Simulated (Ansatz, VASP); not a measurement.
# Ta2F in VASP and in Ansatz

```
CELL_PARAMETERS angstrom
2.88304 -0.17477 0.03974
-0.30634 5.34782 0.16185
0.17228 0.43740 13.56488
ATOMIC_POSITIONS crystal
Ta 0.34086 0.08353 0.26020
Ta 0.84092 0.58353 0.26019
Ta 0.15921 0.41636 0.73980
Ta 0.65923 0.91635 0.73980
Ta 0.10990 0.35986 0.08729
Ta 0.60992 0.85988 0.08729
Ta 0.38991 0.14030 0.91271
Ta 0.88988 0.64030 0.91272
F 0.84432 0.23791 0.36595
F 0.34437 0.73790 0.36593
F 0.65574 0.26204 0.63406
F 0.15574 0.76205 0.63405
```

Change from the starting cell: cell x2, atoms moved at random (sigma 0.15 Å) and cell strained at random (1.5 %), then relaxed without symmetry.

Alike in both runs: functional PBE; k mesh 8 × 4 × 2; occupations gaussian, width 0.2 eV; no spin polarisation.

Ansatz relaxed the structure, and its values are those at the end. VASP's run is a single point on that final structure, the one shown.

|  | VASP | Ansatz |
| --- | --- | --- |
| version | VASP 6.6.1 | Ansatz 0.2.0 |
| potentials or method | VASP PAW PBE potentials, release 64 (Ta_pv, F), cutoff 520 eV | scalar-relativistic, plane waves, PAW |
| valence electrons in the cell | 116 | 132 |

Ansatz gave:

| Item | Value |
| --- | --- |
| gap on the k mesh at the Fermi level (eV) | none |
| pressure (GPa) | -0.1 |
| rms of the force components (eV/Å) | 0.007 |

Task: Estimate VASP's values.

Result: gap on the k mesh at the Fermi level (eV): none; pressure (GPa): 0.0; rms of the force components (eV/Å): 0.018.

A gap of «none» marks a metal or a gap that the smearing closes. VASP's potentials hold 116 valence electrons a cell and Ansatz's 132, so a difference there can come from the potentials and not from the codes.

Spin-orbit coupling is off throughout.
